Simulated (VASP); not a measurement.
# MgS (Fm-3m) in VASP: a series of runs

Runs on MgS. Level: PBEsol. Tasks: relaxation of cell and atoms.

All numbers are computed with VASP 6.6.1; they aren't measurements. Logs are shortened: lines on timing, memory, paths and dates and some standing lists are left out, and cuts for length are marked.

## 1. The cell of the first run

Symmetry: Fm-3m, No. 225, cubic system. The conventional cell has a = 5.182 Å, b = 5.182 Å, c = 5.182 Å, α = 90.00°, β = 90.00°, γ = 90.00°. Mg (site symmetry m-3m) has 6 S at 2.59 Å within 3.4 Å. S (site symmetry m-3m) has 6 Mg at 2.59 Å within 3.4 Å.

## 2. Relaxation of cell and atoms, PBEsol, target pressure 1 GPa, at which the enthalpy is minimised

Input file INCAR:

```
ALGO = Normal ; EDIFF = 1E-6
EDIFFG = -0.002 ; ENCUT = 600
GGA = PS ; IBRION = 2
ISIF = 3 ; ISMEAR = 0
LASPH = T ; LCHARG = F
LREAL = F ; LWAVE = F
NELM = 60 ; NSW = 100
PREC = Accurate ; PSTRESS = 10.0
SIGMA = 0.01
```

Input file KPOINTS:

```
k-points
0
Gamma
  8 8 8
```

Input file POSCAR:

```
MgS
1.0
    0.0000000000      2.5909606437      2.5909606437
    2.5909606437      0.0000000000      2.5909606437
    2.5909606437      2.5909606437      0.0000000000
Mg S
1 1
Direct
    0.0000000000      0.0000000000      0.0000000000
    0.5000000000      0.5000000000      0.5000000000
```

Potentials or basis: VASP PAW PBE potentials, release 64 (Mg, S).

The run is started by

```
> cat potpaw_PBE.64/Mg/POTCAR potpaw_PBE.64/S/POTCAR > POTCAR
> mpirun -np 1 vasp_std > vasp.out
```

OUTCAR:

```text
EDIFF = 1E-6
   EDIFFG = -0.002
   ENCUT = 600
   GGA = PS
   IBRION = 2
   ISIF = 3
   ISMEAR = 0
   LASPH = T
   LREAL = F
   NELM = 60
   NSW = 100
   PREC = Accurate
   PSTRESS = 10.0

 ion  position               nearest neighbor table
   1  0.000  0.000  0.000-   2 2.59   2 2.59   2 2.59   2 2.59   2 2.59   2 2.59
   2  0.500  0.500  0.500-   1 2.59   1 2.59   1 2.59   1 2.59   1 2.59   1 2.59

  LATTYP: Found a face centered cubic cell.
 ALAT       =     5.1819212874

  Lattice vectors:

 A1 = (   0.0000000000,   2.5909606437,   2.5909606437)
 A2 = (   2.5909606437,   0.0000000000,   2.5909606437)
 A3 = (   2.5909606437,   2.5909606437,   0.0000000000)

Analysis of symmetry for initial positions (statically):
=====================================================================
 Subroutine PRICEL returns:
 Original cell was already a primitive cell.

 Routine SETGRP: Setting up the symmetry group for a
 face centered cubic supercell.

 Subroutine GETGRP returns: Found 48 space group operations
 (whereof 48 operations were pure point group operations)
 out of a pool of 48 trial point group operations.

The static configuration has the point symmetry O_h .

Analysis of symmetry for dynamics (positions and initial velocities):
=====================================================================
 Subroutine PRICEL returns:
 Original cell was already a primitive cell.

 Routine SETGRP: Setting up the symmetry group for a
 face centered cubic supercell.

 Subroutine GETGRP returns: Found 48 space group operations
 (whereof 48 operations were pure point group operations)
 out of a pool of 48 trial point group operations.

The dynamic configuration has the point symmetry O_h .

 Subroutine INISYM returns: Found 48 space group operations
 (whereof 48 operations are pure point group operations),
 and found     1 'primitive' translations

----------------------------------------------------------------------------------------

                                     Primitive cell

  volume of cell :      34.7866

  direct lattice vectors                    reciprocal lattice vectors
     0.000000000  2.590960644  2.590960644    -0.192978616  0.192978616  0.192978616
     2.590960644  0.000000000  2.590960644     0.192978616 -0.192978616  0.192978616
     2.590960644  2.590960644  0.000000000     0.192978616  0.192978616 -0.192978616

  length of vectors
     3.664171682  3.664171682  3.664171682     0.334248768  0.334248768  0.334248768

  position of ions in fractional coordinates (direct lattice)
     0.000000000  0.000000000  0.000000000
     0.500000000  0.500000000  0.500000000

  ion indices of the primitive-cell ions
   primitive index   ion index
                 1           1
                 2           2

----------------------------------------------------------------------------------------

 KPOINTS: k-points

Automatic generation of k-mesh.
 Grid dimensions read from file:
 generate k-points for:    8    8    8

 Generating k-lattice:

  Cartesian coordinates                     Fractional coordinates (reciprocal lattice)
    -0.024122327  0.024122327  0.024122327     0.125000000  0.000000000  0.000000000
     0.024122327 -0.024122327  0.024122327     0.000000000  0.125000000  0.000000000
     0.024122327  0.024122327 -0.024122327     0.000000000  0.000000000  0.125000000

  Length of vectors
     0.041781096  0.041781096  0.041781096

  Shift w.r.t. Gamma in fractional coordinates (k-lattice)
     0.000000000  0.000000000  0.000000000

 Subroutine IBZKPT returns following result:
 ===========================================

 Found     29 irreducible k-points:

 Following reciprocal coordinates:
            Coordinates               Weight
  0.000000  0.000000  0.000000      1.000000
  0.125000  0.000000  0.000000      8.000000
  0.250000  0.000000  0.000000      8.000000
  0.375000  0.000000  0.000000      8.000000
  0.500000  0.000000  0.000000      4.000000
  0.125000  0.125000  0.000000      6.000000
[... 16 lines left out ...]
  0.500000  0.250000  0.125000     48.000000
 -0.375000  0.250000  0.125000     24.000000
 [... further k-points ...]
   k-points           NKPTS =     29   k-points in BZ     NKDIM =     29   number of bands    NBANDS=      8
   number of dos      NEDOS =    301   number of ions     NIONS =      2
   total plane-waves  NPLWV =  27000
   dimension x,y,z NGX =    30 NGY =   30 NGZ =   30
   dimension x,y,z NGXF=    60 NGYF=   60 NGZF=   60
   ions per type =               1   1
   NGX,Y,Z   is equivalent  to a cutoff of  13.61, 13.61, 13.61 a.u.
   NGXF,Y,Z  is equivalent  to a cutoff of  27.22, 27.22, 27.22 a.u.
 SYSTEM =  unknown system
   PREC   = accura    normal or accurate (medium, high low for compatibility)
   ISTART =      0    job   : 0-new  1-cont  2-samecut
   ICHARG =      2    charge: 1-file 2-atom 10-const
   ISPIN  =      1    spin polarized calculation?
   LNONCOLLINEAR =      F non collinear calculations
   LSORBIT =      F    spin-orbit coupling
   LASPH  =      T    aspherical Exc in radial PAW
   ENCUT  =  600.0 eV  44.10 Ry    6.64 a.u.   7.32  7.32  7.32*2*pi/ulx,y,z
   NELM   =     60;   NELMIN=  2; NELMDL= -5     # of ELM steps
   EDIFF  = 0.1E-05   stopping-criterion for ELM
   LREAL  =      F    real-space projection
   EDIFFG = -.2E-02   stopping-criterion for IOM
   NSW    =    100    number of steps for IOM
   IBRION =      2    ionic relax: 0-MD 1-quasi-New 2-CG
   NFREE  =      1    steps in history (QN), initial steepest desc. (CG)
   ISIF   =      3    stress and relaxation
   ISYM   =      2    0-nonsym 1-usesym 2-fastsym
   POTIM  = 0.5000    time-step for ionic-motion
   TEBEG  =    0.0;   TEEND  =   0.0 temperature during run
   PSTRESS=   10.0 pullay stress
   NELECT =       8.0000    total number of electrons
   NUPDOWN=      -1.0000    fix difference up-down
   EMIN   =  10.00;   EMAX   =-10.00  energy-range for DOS
   EFERMI =   0.00;   METHOD = LEGACY
   ISMEAR =     0;   SIGMA  =   0.01  broadening in eV -4-tet -1-fermi 0-gaus
   EFERMI_NEDOS =   21; number of points for ismear=-14 and -15
   IALGO  =     38    algorithm
   IMIX   =      4    mixing-type and parameters
     AMIX     =   0.40;   BMIX     =  1.00
     AMIX_MAG =   1.60;   BMIX_MAG =  1.00
  volume/ion in A,a.u.               =      17.39       117.38
  Fermi-wavevector in a.u.,A,eV,Ry     =   1.002999  1.895394 13.687567  1.006008
  Thomas-Fermi vector in A             =   2.135523
   LORBIT       =      0    0 simple, 1 ext, 2 COOP (PROOUT), +10 PAW based schemes
   GGA     = PS    functional components
   LHFCALC =     F    Hartree Fock is set to
   AEXX    =    0.0000 exact exchange contribution
   IVDW    =     0    specifies the selected vdW correction
   LEPSILON=     F    determine dielectric tensor
   LRPA    =     F    only Hartree local field effects (RPA)
 conjugate gradient relaxation of ions
 non-spin polarized calculation
 Gauss-broadening in eV      SIGMA  =   0.01
  energy-cutoff  :      600.00
  volume of cell :       34.79
 maximum number of plane-waves:      1211
 NGX is ok and might be reduce to    30
   NGX = 15   NGY = 15   NGZ = 15

--------------------------------------- Ionic step        1  -------------------------------------------

 number of electron       8.0000000 magnetization

 Free energy of the ion-electron system (eV)
  ---------------------------------------------------
  ext. energy  EPLUGINS =         0.00000000
  ---------------------------------------------------
  free energy    TOTEN  =        -9.07550445 eV

  energy without entropy =       -9.07550445  energy(sigma->0) =       -9.07550445

------------------------ aborting loop because EDIFF is reached ----------------------------------------

  FORCE on cell =-STRESS in cart. coord.  units (eV):
  Direction    XX          YY          ZZ          XY          YZ          ZX
  --------------------------------------------------------------------------------------
  -------------------------------------------------------------------------------------
  Total       -0.0370958     -0.0370958     -0.0370958      0.0000000      0.0000000     -0.0000000
  in kB       -1.7085327     -1.7085327     -1.7085327      0.0000000      0.0000000     -0.0000000
  external PRESSURE =     -11.7085327 kB  Pullay stress =      10.0000000 kB

 VOLUME and BASIS-vectors are now :
 -----------------------------------------------------------------------------
  energy-cutoff  :      600.00
  volume of cell :       34.79
      direct lattice vectors                 reciprocal lattice vectors
     0.000000000  2.590960644  2.590960644    -0.192978616  0.192978616  0.192978616
     2.590960644  0.000000000  2.590960644     0.192978616 -0.192978616  0.192978616
     2.590960644  2.590960644  0.000000000     0.192978616  0.192978616 -0.192978616
[... 46 lines left out ...]
  FREE ENERGIE OF THE ION-ELECTRON SYSTEM (eV)
  ---------------------------------------------------
  free  energy   TOTEN  =        -9.0732414870 eV

  energy  without entropy=       -9.0732414870  energy(sigma->0) =       -9.07324149

  enthalpy is  TOTEN    =        -8.8600902182 eV   P V=        0.2131512688

--------------------------------------- Ionic step        3  -------------------------------------------

 number of electron       8.0000000 magnetization

 Free energy of the ion-electron system (eV)
  ---------------------------------------------------
  ext. energy  EPLUGINS =         0.00000000
  ---------------------------------------------------
  free energy    TOTEN  =        -9.07423399 eV

  energy without entropy =       -9.07423399  energy(sigma->0) =       -9.07423399

 E-fermi :   3.9703     XC(G=0):  -9.9480

 val. band max:        3.9182263598   @ k =   0.0000   0.0000   0.0000
 cond. band min:       6.6775945812   @ k =   0.5000   0.5000   0.0000
 fundamental gap:      2.7593682214
 Fermi energy:         3.9703063474

 k-point     1 :       0.0000    0.0000    0.0000
  band No.  band energies     occupation
      1      -8.9216      2.00000
      2       3.9182      2.00000
      3       3.9182      2.00000
      4       3.9182      2.00000
      5       7.7243      0.00000
      6      11.7540      0.00000
      7      11.7540      0.00000
      8      11.7540      0.00000

 k-point     2 :       0.1250    0.0000    0.0000
  band No.  band energies     occupation
      1      -8.7623      2.00000
      2       2.8309      2.00000
      3       3.8093      2.00000
      4       3.8093      2.00000
      5       8.5214      0.00000
      6      11.4494      0.00000
      7      12.0192      0.00000
      8      12.0192      0.00000
[... 221 lines left out ...]
 k-point    23 :       0.5000    0.2500    0.1250
  band No.  band energies     occupation
      1      -7.5344      2.00000
      2      -0.1613      2.00000
      3       1.8081      2.00000
      4       2.8674      2.00000
      5       9.5343      0.00000
      6      10.2530      0.00000
      7      11.6929      0.00000
      8      12.9650      0.00000

 k-point    24 :      -0.3750    0.2500    0.1250
  band No.  band energies     occupation
      1      -7.3148      2.00000
      2      -0.5816      2.00000
      3       1.6587      2.00000
      4       2.6990      2.00000
      5       9.4839      0.00000
      6       9.9634      0.00000
      7      12.3495      0.00000
      8      13.3800      0.00000

 [... further k-points ...]

------------------------ aborting loop because EDIFF is reached ----------------------------------------

  FORCE on cell =-STRESS in cart. coord.  units (eV):
  Direction    XX          YY          ZZ          XY          YZ          ZX
  --------------------------------------------------------------------------------------
  -------------------------------------------------------------------------------------
  Total        0.2139816      0.2139816      0.2139816      0.0000000      0.0000000     -0.0000000
  in kB        9.9990010      9.9990010      9.9990010      0.0000000      0.0000000     -0.0000000
  external PRESSURE =      -0.0009990 kB  Pullay stress =      10.0000000 kB

 VOLUME and BASIS-vectors are now :
 -----------------------------------------------------------------------------
  energy-cutoff  :      600.00
  volume of cell :       34.29
      direct lattice vectors                 reciprocal lattice vectors
     0.000000000  2.578498163  2.578498163    -0.193911327  0.193911327  0.193911327
     2.578498163  0.000000000  2.578498163     0.193911327 -0.193911327  0.193911327
     2.578498163  2.578498163 -0.000000000     0.193911327  0.193911327 -0.193911327

 POSITION                                       TOTAL-FORCE (eV/Angst)
 -----------------------------------------------------------------------------------
      0.00000      0.00000      0.00000         0.000000      0.000000      0.000000
      2.57850      2.57850      2.57850        -0.000000     -0.000000     -0.000000
 -----------------------------------------------------------------------------------
    total drift:                               -0.000000     -0.000000      0.000000

  FREE ENERGIE OF THE ION-ELECTRON SYSTEM (eV)
  ---------------------------------------------------
  free  energy   TOTEN  =        -9.0742339858 eV

  energy  without entropy=       -9.0742339858  energy(sigma->0) =       -9.07423399

  enthalpy is  TOTEN    =        -8.8602309707 eV   P V=        0.2140030151

 reached required accuracy - stopping structural energy minimisation
```

Wall time 24 s (1 thread of Intel Xeon Platinum 8259CL at 2.50GHz (Skylake/Cascade Lake), shared host); peak memory 0.17 GiB.

What came out:

```yaml
Free_energy: -9.0742 eV
Relaxed_volume: 17.14 Å³/atom
Relaxed_cell: a = 3.647 Å, b = 3.647 Å, c = 3.647 Å, α = 60.00°, β = 60.00°, γ = 60.00°
Space_group_after_relaxing_to_0.05_Å: Fm-3m (No. 225)
Energy_change_on_relaxing_the_enthalpy_is_what_falls: +0.6 meV/atom
Ionic_steps: 3
Pressure_after_relaxing: 1.0 GPa
Band_gap_on_the_k_mesh: 2.76 eV, indirect (least direct gap 3.81 eV)
```

The path:
```tsv
step	energy change (eV)	largest force (eV/Å)	pressure (GPa)	volume (Å³)
1	0.0000	0.0000	-0.17	34.79
2	0.0023	0.0000	1.34	34.15
3	0.0013	0.0000	1.00	34.29
```

Final structure:
```cif
data_structure
_symmetry_space_group_name_H-M 'P 1'
_symmetry_Int_Tables_number 1
_cell_length_a 3.6465
_cell_length_b 3.6465
_cell_length_c 3.6465
_cell_angle_alpha 60.000
_cell_angle_beta 60.000
_cell_angle_gamma 60.000
_cell_volume 34.29
loop_
_atom_site_label
_atom_site_type_symbol
_atom_site_fract_x
_atom_site_fract_y
_atom_site_fract_z
_atom_site_occupancy
Mg1 Mg 0.00000 0.00000 0.00000 1
S1 S 0.50000 0.50000 0.50000 1
```

Caveat: the cell is relaxed towards a set pressure, so the enthalpy falls and the energy may rise; the PAW data sets were made with another functional, which shifts forces and pressure a little. A k mesh can miss the band edges.

(Continued in part 2 of 2.)
